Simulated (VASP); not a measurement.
The system is BaTiO3.

```
Ba Ti O
1.0
     2.82767    1.63255    2.31773
    -2.82767    1.63255    2.31773
     0.00000   -3.26511    2.31773
Ba Ti O
1 1 3
Cartesian
  -2.7004 1.6624 2.3728
  -0.0605 -0.0667 3.6407
  -0.0308 -1.5655 4.5301
  -1.4487 0.8432 4.4791
  1.4127 0.7592 4.5299
```

Base run:

| Quantity | Value |
| --- | --- |
| Program | VASP 6.6.1 |
| Functional | PBE |
| Potentials or basis | VASP PAW PBE potentials, release 64 (Ba_sv, Ti_sv, O_h) |
| Cutoff | 910 eV |
| k mesh | 7 × 7 × 7 |
| Occupations | fermi-dirac, width 0.05 eV |
| Spin | no spin polarisation |

Its results: band gap on the k mesh 2.75 eV (least direct gap 3.31 eV); pressure 11.0 GPa; largest force 2.261 eV/Å.

Q: The run is repeated on the same cell with these changes: potentials or basis from VASP PAW PBE potentials, release 64 (Ba_sv, Ti_sv, O_h) to VASP PAW PBE potentials, release 64 (Ba_sv, Ti_sv, O); cutoff from 910 eV to 520 eV; hubbard terms from none to Ti d U = 6.0 eV. What comes out?

A: Band gap on the k mesh 3.42 eV (least direct gap 3.94 eV); pressure 17.3 GPa; largest force 4.158 eV/Å.

Caveats: the cell stands under pressure; spin-orbit coupling is left out, which moves the levels of the heavy elements; an odd mesh through Γ misses points on the zone boundary, where band edges can lie; forces of over 1 eV/Å act on the atoms, so gaps and moduli don't describe the material at rest; the cutoff is under 1.25 times the usual one of these potentials, so pressure, stress and relaxed cells hold a basis-set (Pulay) error (at least some runs).
